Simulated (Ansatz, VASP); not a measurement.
## Two plane-wave programs on GaAs

```xyz
2
Lattice="0.0000 2.8290 2.8290 2.8290 0.0000 2.8290 2.8290 2.8290 0.0000" Properties=species:S:1:pos:R:3 pbc="T T T"
Ga    0.0000    0.0000    0.0000
As    4.2435    4.2435    4.2435
```

Alike in both runs: functional PBEsol; k mesh 10 × 10 × 10; occupations gaussian, width 0.01 eV; no spin polarisation.

Ansatz relaxed the structure, and its values are those at the end. VASP's run is a single point on that final structure, the one shown.

```csv
,VASP,Ansatz
version,VASP 6.6.1,Ansatz 0.2.0
potentials or method,"VASP PAW PBE potentials, release 64 (Ga_d, As), cutoff 520 eV","scalar-relativistic, plane waves, PAW"
valence electrons in the cell,18,28
```

|  | VASP | Ansatz | Ansatz less VASP |
| --- | --- | --- | --- |
| gap on the k mesh at the Fermi level (eV) | 0.44 | 0.43 | -0.014 |
| least direct gap on the mesh (eV) | 0.44 | 0.43 | -0.014 |
| pressure (GPa) | 0.2 | 0.0 | -0.15 |

VASP's potentials were made for PBE, not for PBEsol. VASP's potentials hold 18 valence electrons a cell and Ansatz's 28, so a difference there can come from the potentials and not from the codes.
